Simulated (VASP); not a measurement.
# BeS in VASP: notebook, part 3 of 3

VASP 6.6.1. The steps go on from the part before.

## (4) Single point, HSE06 (strain +2.0%)

Contents of POSCAR:

```
BeS
1.0
    0.0000000000      2.3636431409      2.3636431409
    2.3636431409      0.0000000000      2.3636431409
    2.3636431409      2.3636431409      0.0000000000
Be S
1 1
Direct
    0.0000000000      0.0000000000      0.0000000000
    0.5000000000      0.5000000000      0.5000000000
```

Contents of INCAR.step1:

```
  ALGO = Normal
  EDIFF = 1E-5
  ENCUT = 520
  GGA = PE
  ISIF = 2
  ISMEAR = 0
  LASPH = T
  LCHARG = F
  LREAL = F
  LWAVE = T
  NBANDS = 11
  NELM = 60
  PREC = Accurate
  SIGMA = 0.01
```

Contents of INCAR.step2:

```
  ALGO = Normal
  EDIFF = 1E-6
  ENCUT = 520
  GGA = PE
  HFSCREEN = 0.2079
  ISIF = 2
  ISMEAR = 0
  ISTART = 1
  LASPH = T
  LCHARG = F
  LHFCALC = T
  LREAL = F
  LWAVE = F
  NBANDS = 11
  NELM = 60
  PREC = Accurate
  PRECFOCK = Normal
  SIGMA = 0.01
```

Contents of KPOINTS:

```
k-points
0
Gamma
  6 6 6
```

Potentials or basis: VASP PAW PBE potentials, release 64 (Be, S).

Started as:

```bash
cat potpaw_PBE.64/Be/POTCAR potpaw_PBE.64/S/POTCAR > POTCAR
cp INCAR.step1 INCAR
mpirun -np 1 vasp_std > vasp.out
cp INCAR.step2 INCAR
mpirun -np 1 vasp_std > vasp.out
```

OUTCAR:

```text
EDIFF = 1E-6
   ENCUT = 520
   GGA = PE
   HFSCREEN = 0.2079
   ISIF = 2
   ISMEAR = 0
   ISTART = 1
   LASPH = T
   LHFCALC = T
   LREAL = F
   NELM = 60
   PREC = Accurate
   PRECFOCK = Normal

 ion  position               nearest neighbor table
   1  0.000  0.000  0.000-   2 2.36   2 2.36   2 2.36   2 2.36   2 2.36   2 2.36
   2  0.500  0.500  0.500-   1 2.36   1 2.36   1 2.36   1 2.36   1 2.36   1 2.36

  LATTYP: Found a face centered cubic cell.
 ALAT       =     4.7272862818

  Lattice vectors:

 A1 = (   0.0000000000,   2.3636431409,   2.3636431409)
 A2 = (   2.3636431409,   0.0000000000,   2.3636431409)
 A3 = (   2.3636431409,   2.3636431409,   0.0000000000)

Analysis of symmetry for initial positions (statically):
=====================================================================
 Subroutine PRICEL returns:
 Original cell was already a primitive cell.

 Routine SETGRP: Setting up the symmetry group for a
 face centered cubic supercell.

 Subroutine GETGRP returns: Found 48 space group operations
 (whereof 48 operations were pure point group operations)
 out of a pool of 48 trial point group operations.

The static configuration has the point symmetry O_h .

Analysis of symmetry for dynamics (positions and initial velocities):
=====================================================================
 Subroutine PRICEL returns:
 Original cell was already a primitive cell.

 Routine SETGRP: Setting up the symmetry group for a
 face centered cubic supercell.

 Subroutine GETGRP returns: Found 48 space group operations
 (whereof 48 operations were pure point group operations)
 out of a pool of 48 trial point group operations.

The dynamic configuration has the point symmetry O_h .

 Subroutine INISYM returns: Found 48 space group operations
 (whereof 48 operations are pure point group operations),
 and found     1 'primitive' translations

----------------------------------------------------------------------------------------

                                     Primitive cell

  volume of cell :      26.4104

  direct lattice vectors                    reciprocal lattice vectors
     0.000000000  2.363643141  2.363643141    -0.211537855  0.211537855  0.211537855
     2.363643141  0.000000000  2.363643141     0.211537855 -0.211537855  0.211537855
     2.363643141  2.363643141  0.000000000     0.211537855  0.211537855 -0.211537855

  length of vectors
     3.342696186  3.342696186  3.342696186     0.366394313  0.366394313  0.366394313

  position of ions in fractional coordinates (direct lattice)
     0.000000000  0.000000000  0.000000000
     0.500000000  0.500000000  0.500000000

  ion indices of the primitive-cell ions
   primitive index   ion index
                 1           1
                 2           2

----------------------------------------------------------------------------------------

 KPOINTS: k-points
[... 42 lines left out ...]
   number of dos      NEDOS =    301   number of ions     NIONS =      2
   total plane-waves  NPLWV =  21952
   dimension x,y,z NGX =    28 NGY =   28 NGZ =   28
   dimension x,y,z NGXF=    56 NGYF=   56 NGZF=   56
   ions per type =               1   1
   NGX,Y,Z   is equivalent  to a cutoff of  13.93, 13.93, 13.93 a.u.
   NGXF,Y,Z  is equivalent  to a cutoff of  27.85, 27.85, 27.85 a.u.
 SYSTEM =  unknown system
   PREC   = accura    normal or accurate (medium, high low for compatibility)
   ISTART =      1    job   : 0-new  1-cont  2-samecut
   ICHARG =      0    charge: 1-file 2-atom 10-const
   ISPIN  =      1    spin polarized calculation?
   LNONCOLLINEAR =      F non collinear calculations
   LSORBIT =      F    spin-orbit coupling
   LASPH  =      T    aspherical Exc in radial PAW
   ENCUT  =  520.0 eV  38.22 Ry    6.18 a.u.   6.22  6.22  6.22*2*pi/ulx,y,z
   NELM   =     60;   NELMIN=  2; NELMDL=  0     # of ELM steps
   EDIFF  = 0.1E-05   stopping-criterion for ELM
   LREAL  =      F    real-space projection
   EDIFFG = 0.1E-04   stopping-criterion for IOM
   NSW    =      0    number of steps for IOM
   IBRION =     -1    ionic relax: 0-MD 1-quasi-New 2-CG
   NFREE  =      0    steps in history (QN), initial steepest desc. (CG)
   ISIF   =      2    stress and relaxation
   ISYM   =      3    0-nonsym 1-usesym 2-fastsym
   POTIM  = 0.5000    time-step for ionic-motion
   TEBEG  =    0.0;   TEEND  =   0.0 temperature during run
   PSTRESS=    0.0 pullay stress
   NELECT =       8.0000    total number of electrons
   NUPDOWN=      -1.0000    fix difference up-down
   EMIN   =  10.00;   EMAX   =-10.00  energy-range for DOS
   EFERMI =   0.00;   METHOD = LEGACY
   ISMEAR =     0;   SIGMA  =   0.01  broadening in eV -4-tet -1-fermi 0-gaus
   EFERMI_NEDOS =   21; number of points for ismear=-14 and -15
   IALGO  =     38    algorithm
   IMIX   =      1    mixing-type and parameters
     AMIX     =   0.40;   BMIX     =  1.00
     AMIX_MAG =   1.60;   BMIX_MAG =  1.00
  volume/ion in A,a.u.               =      13.21        89.11
  Fermi-wavevector in a.u.,A,eV,Ry     =   1.099460  2.077679 16.446901  1.208813
  Thomas-Fermi vector in A             =   2.235855
   LORBIT       =      0    0 simple, 1 ext, 2 COOP (PROOUT), +10 PAW based schemes
   GGA     = PE    functional components
   LHFCALC =     T    Hartree Fock is set to
   PRECFOCK=normal    Normal, Fast or Accurate (Low or Medium for compatibility)
   ENCUT4O =  -1.0   cutoff for four orbital integrals eV
   NKREDX  =     1    reduce k-point grid by
   NKREDY  =     1    reduce k-point grid by
   NKREDZ  =     1    reduce k-point grid by
   AEXX    =    0.2500 exact exchange contribution
   HFSCREEN=    0.2079 screening length (either q_TF or 0.3 A-1)
   HFSCREENC=   0.2079 screening length for correlation (either q_TF or 0.3 A-1)
   ENCUTFOCK=  -1.0 apply spherical cutoff to Coloumb kernel
   IVDW    =     0    specifies the selected vdW correction
   LEPSILON=     F    determine dielectric tensor
   LRPA    =     F    only Hartree local field effects (RPA)
 non-spin polarized calculation
 Gauss-broadening in eV      SIGMA  =   0.01
  energy-cutoff  :      520.00
  volume of cell :       26.41
 maximum number of plane-waves:       725
 NGX is ok and might be reduce to    28
  NGX = 20; NGY = 20; NGZ = 20

 number of electron       8.0000000 magnetization

 Free energy of the ion-electron system (eV)
  ---------------------------------------------------
  ext. energy  EPLUGINS =         0.00000000
  ---------------------------------------------------
  free energy    TOTEN  =       -10.12131061 eV

  energy without entropy =      -10.12131061  energy(sigma->0) =      -10.12131061

 E-fermi :   5.4085     XC(G=0):  -8.5773

 val. band max:        5.3517855564   @ k =  -0.1667   0.1667   0.0000
 cond. band min:       7.0490285650   @ k =   0.5000   0.5000   0.0000
 fundamental gap:      1.6972430086
 Fermi energy:         5.4085319198

 k-point     1 :       0.0000    0.0000    0.0000
  band No.  band energies     occupation
      1     -10.7421      2.00000
      2       5.0577      2.00000
      3       5.0577      2.00000
      4       5.0577      2.00000
      5      11.0933      0.00000
      6      15.3596      0.00000
      7      15.3596      0.00000
      8      15.3596      0.00000
      9      16.0720      0.00000
     10      16.0720      0.00000
     11      16.0720      0.00000
[... 197 lines left out ...]
 k-point    16 :      -0.3333    0.5000    0.1667
  band No.  band energies     occupation
      1      -7.4393      2.00000
      2      -0.9051      2.00000
      3       0.8253      2.00000
      4       1.5256      2.00000
      5       9.2892      0.00000
      6      13.3745      0.00000
      7      14.0345      0.00000
      8      18.0121      0.00000
      9      18.8179      0.00000
     10      21.0939      0.00000
     11      24.8909      0.00000

------------------------ aborting loop because EDIFF is reached ----------------------------------------

  FORCE on cell =-STRESS in cart. coord.  units (eV):
  Direction    XX          YY          ZZ          XY          YZ          ZX
  --------------------------------------------------------------------------------------
  -------------------------------------------------------------------------------------
  Total       -1.2691348     -1.2691348     -1.2691348     -0.0000000      0.0000000     -0.0000000
  in kB      -76.9914723    -76.9914723    -76.9914723     -0.0000000      0.0000000     -0.0000000
  external PRESSURE =     -76.9914723 kB  Pullay stress =       0.0000000 kB

 VOLUME and BASIS-vectors are now :
 -----------------------------------------------------------------------------
  energy-cutoff  :      520.00
  volume of cell :       26.41
      direct lattice vectors                 reciprocal lattice vectors
     0.000000000  2.363643141  2.363643141    -0.211537855  0.211537855  0.211537855
     2.363643141  0.000000000  2.363643141     0.211537855 -0.211537855  0.211537855
     2.363643141  2.363643141  0.000000000     0.211537855  0.211537855 -0.211537855

 POSITION                                       TOTAL-FORCE (eV/Angst)
 -----------------------------------------------------------------------------------
      0.00000      0.00000      0.00000        -0.000000      0.000000      0.000000
      2.36364      2.36364      2.36364         0.000000     -0.000000     -0.000000
 -----------------------------------------------------------------------------------
    total drift:                                0.000000      0.000000      0.000000

  FREE ENERGIE OF THE ION-ELECTRON SYSTEM (eV)
  ---------------------------------------------------
  free  energy   TOTEN  =       -10.1213106069 eV

  energy  without entropy=      -10.1213106069  energy(sigma->0) =      -10.12131061
```

It took 4 min on 1 thread of Intel Xeon 6975P-C (Granite Rapids), shared host; peak memory 0.25 GiB.

Results:

| Quantity | Value |
| --- | --- |
| Free energy | -10.1213 eV |
| Pressure | -7.7 GPa |
| Band gap on the k mesh | 1.70 eV (least direct gap 4.90 eV) |

Caveat: the cell differs from its parent crystal (strain +2.0%); the cell stands under tension; the PAW data sets were made with another functional, which shifts forces and pressure a little. A k mesh can miss the band edges.

## (5) Single point, HSE06 (epitaxial xy strain +0.5%)

Contents of POSCAR:

```
BeS
1.0
    0.0000000000      2.3288836829      2.3073523921
    2.3288836829      0.0000000000      2.3073523921
    2.3288836829      2.3288836829      0.0000000000
Be S
1 1
Direct
    0.0000000000      0.0000000000      0.0000000000
    0.5000000000      0.5000000000      0.5000000000
```

Contents of INCAR.step1:

```
SYSTEM = BeS
  ALGO = Normal
  EDIFF = 1E-5
  ENCUT = 520
  GGA = PE
  ISIF = 2
  ISMEAR = 0
  LASPH = .True.
  LCHARG = .False.
  LREAL = .False.
  LWAVE = .True.
  NBANDS = 11
  NELM = 100
  PREC = Accurate
  SIGMA = 0.01
```

Contents of INCAR.step2:

```
SYSTEM = BeS
  ALGO = Normal
  EDIFF = 1E-7
  ENCUT = 520
  GGA = PE
  HFSCREEN = 0.2079
  ISIF = 2
  ISMEAR = 0
  ISTART = 1
  LASPH = .True.
  LCHARG = .False.
  LHFCALC = .True.
  LREAL = .False.
  LWAVE = .False.
  NBANDS = 11
  NELM = 100
  PREC = Accurate
  PRECFOCK = Normal
  SIGMA = 0.01
```

Contents of KPOINTS:

```
k-points
0
Gamma
  6 6 6
  0 0 0
```

Started as:

```bash
cat potpaw_PBE.64/Be/POTCAR potpaw_PBE.64/S/POTCAR > POTCAR
cp INCAR.step1 INCAR
mpirun -np 1 vasp_std > vasp.out
cp INCAR.step2 INCAR
mpirun -np 1 vasp_std > vasp.out
```

Run time: 8.5 min. Hardware: 1 thread of Intel Xeon 6975P-C (Granite Rapids), shared host; peak memory 0.25 GiB.

It converged, with:

```yaml
Free_energy: -10.1657 eV
Pressure: -2.6 GPa
Band_gap_on_the_k_mesh: 1.67 eV (least direct gap 5.11 eV)
```

Stress tensor (GPa, compression positive):
```
-2.84  0.00  0.00
 0.00 -2.84  0.00
 0.00  0.00 -1.98
```

Levels at points of the mesh, in eV from the valence-band top:
| k point | band 1 | band 2 | band 3 | band 4 | band 5 | band 6 | band 7 | band 8 | band 9 |
| --- | --- | --- | --- | --- | --- | --- | --- | --- | --- |
| (0.00, 0.00, 0.00) | -16.58 | -0.40 | -0.28 | -0.28 | 6.37 | 9.91 | 9.91 | 10.03 | 10.90 |
| (0.50, 0.00, 0.00) | -14.12 | -7.91 | -0.57 | -0.51 | 4.91 | 4.95 | 5.15 | 11.55 | 17.03 |
| (0.50, 0.50, 0.00) | -12.93 | -7.37 | -3.48 | -3.48 | 1.67 | 5.19 | 13.29 | 13.29 | 15.39 |
| (0.50, 0.00, 0.50) | -13.01 | -7.38 | -3.49 | -3.34 | 1.77 | 5.24 | 13.17 | 13.54 | 15.17 |

Caveat: the cell differs from its parent crystal (epitaxial xy strain +0.5%); the PAW data sets were made with another functional, which shifts forces and pressure a little. A k mesh can miss the band edges.

## (6) Summary

| cell | gap on the mesh (eV) | pressure (GPa) |
| --- | --- | --- |
| a = 3.146 Å, angles 60.0°, 2 atoms | 1.81 | 14.8 |
| a = 3.277 Å, angles 60.0°, 2 atoms | 1.74 | -2.0 |
| a = 3.343 Å, angles 60.0°, 2 atoms | 1.70 | -7.7 |
| a = 3.278, b = 3.278, c = 3.294 Å, angles 59.8, 59.8, 60.3°, 2 atoms | 1.67 | -2.6 |

Alike in all rows: task single point; level HSE06; potentials or basis VASP PAW PBE potentials, release 64 (Be, S); no spin polarisation; k mesh 6 × 6 × 6; cutoff (eV) 520; smearing gaussian 0.01 eV.

Caveats: the PAW data sets were made with another functional, which shifts forces and pressure a little; the cell stands under pressure (at least some runs); the cell stands under tension (at least some runs).

Total energies depend on the potentials used, so only differences within one code and one set of settings carry meaning.
